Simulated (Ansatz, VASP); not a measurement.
# Two plane-wave programs on InP

```xyz
2
Lattice="3.8892 0.0000 0.0000 0.0000 3.8892 0.0000 0.0000 0.0000 2.8812" Properties=species:S:1:pos:R:3 pbc="T T T"
In    1.9446    1.9446    1.4406
P     0.0000    0.0000    1.4406
```

Alike in both runs: functional PBE; k mesh 14 × 14 × 20; occupations gaussian, width 0.1 eV; no spin polarisation.

Ansatz relaxed the structure, and its values are those at the end. VASP's run is a single point on that final structure, the one shown.

|  | VASP | Ansatz |
| --- | --- | --- |
| version | VASP 6.6.1 | Ansatz 0.2.0 |
| potentials or method | VASP PAW PBE potentials, release 64 (In_d, P), cutoff 520 eV | scalar-relativistic, plane waves, PAW |
| valence electrons in the cell | 18 | 18 |

|  | VASP | Ansatz | Ansatz less VASP |
| --- | --- | --- | --- |
| gap on the k mesh at the Fermi level (eV) | none | none | - |
| pressure (GPa) | 0.0 | 0.0 | +0.04 |

A gap of «none» marks a metal or a gap that the smearing closes.
